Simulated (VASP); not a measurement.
Crystal: TaSb4Au.

```
Ta Sb Au
1.0
     0.00000    4.13401    4.13401
     4.13401    0.00000    4.13401
     4.13401    4.13401    0.00000
Ta Sb Au
1 4 1
Direct
  0.75000 0.75000 0.75000
  0.37480 0.37480 0.87559
  0.87559 0.37480 0.37480
  0.37480 0.37480 0.37480
  0.37480 0.87559 0.37480
  0.00000 0.00000 0.00000
```

```yaml
Program: VASP 6.6.1
Task: relaxation of cell and atoms
Functional: PBE
Potentials_or_basis: VASP PAW PBE potentials, release 64 (Ta_pv, Sb, Au)
Cutoff: 600 eV
k_mesh: 4 × 4 × 4
Occupations: gaussian, width 0.1 eV
Spin: no spin polarisation
```

At the start: pressure 6.7 GPa; volume 23.55 Å³/atom.

**Question.** How do energy, volume and symmetry change on relaxing?

**Answer.** Over 3 steps the energy falls by 38.0 meV/atom and the volume is 25.49 Å³/atom (+8.2 %); space group F-43m (No. 216, to 0.05 Å).

The path:
```csv
step,energy change (eV),largest force (eV/Å),pressure (GPa),volume (Å³)
1,0.0000,0.2521,6.70,141.30
2,-0.1112,0.0881,-3.67,162.40
3,-0.2277,0.0128,-0.03,152.95
```

Final structure:
```cif
data_structure
_symmetry_space_group_name_H-M 'P 1'
_symmetry_Int_Tables_number 1
_cell_length_a 6.0028
_cell_length_b 6.0028
_cell_length_c 6.0028
_cell_angle_alpha 60.000
_cell_angle_beta 60.000
_cell_angle_gamma 60.000
_cell_volume 152.95
loop_
_atom_site_label
_atom_site_type_symbol
_atom_site_fract_x
_atom_site_fract_y
_atom_site_fract_z
_atom_site_occupancy
Ta1 Ta 0.75000 0.75000 0.75000 1
Sb1 Sb 0.37530 0.37530 0.87410 1
Sb2 Sb 0.87410 0.37530 0.37530 1
Sb3 Sb 0.37530 0.37530 0.37530 1
Sb4 Sb 0.37530 0.87410 0.37530 1
Au1 Au 0.00000 0.00000 0.00000 1
```
